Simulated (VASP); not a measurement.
# TaS2: electric field gradients with LDA

The system is TaS2.

```
CELL_PARAMETERS angstrom
3.39409 0.00000 0.00000
-1.69704 2.93936 0.00000
0.00000 0.00000 5.93711
ATOMIC_POSITIONS crystal
Ta 0.00000 0.00000 0.00000
S 0.33333 0.66667 0.25000
S 0.66667 0.33333 0.75000
```

This cell differs from its parent crystal: volume scaled by 1.04.

```json
{
 "Program": "VASP 6.6.1",
 "Task": "electric field gradients",
 "Functional": "LDA",
 "Potentials or basis": "VASP PAW LDA potentials, release 64 (Ta_pv, S)",
 "Cutoff": "400 eV",
 "k mesh": "9 × 9 × 5",
 "Occupations": "fermi-dirac, width 0.03 eV",
 "Spin": "no spin polarisation",
 "Dipole correction": "no",
 "Further INCAR settings": "ALGO = Normal; EDIFF = 1e-08; NBANDS = 18"
}
```

```yaml
Pressure: -3.6 GPa
Largest_force: 0.195 eV/Å
```

Forces on the atoms (eV/Å):
```
Ta   0.000  0.000  0.000
S    0.000  0.000  0.195
S    0.000  0.000 -0.195
```

Stress tensor (GPa, compression positive):
```
-5.21  0.00  0.00
 0.00 -5.21  0.00
 0.00  0.00 -0.24
```

Levels at points of the mesh, in eV from the Fermi level:
```
           k point  band 9  band 10  band 11  band 12  band 13  band 14  band 15  band 16
(0.00, 0.00, 0.00)   -1.25    -0.74    -0.74     0.02     0.02     0.26     3.95     3.95
```

Electric field gradients, principal values (V/Å²):
```
atom   least  middle  greatest (by size)
1 Ta  69.729  69.731            -139.460
 2 S   8.038   8.040             -16.078
 3 S   8.038   8.040             -16.078
```

Wall time 43 s on 1 thread of AMD EPYC 7R43 64-Core Processor (Zen 3) (shared host), peak memory 0.12 GiB.

Caveat: without QUAD_EFG the Cq values of the log hold for a quadrupole moment of 1 mb, not for the nuclei; spin-orbit coupling is left out, which moves the levels of the heavy elements.
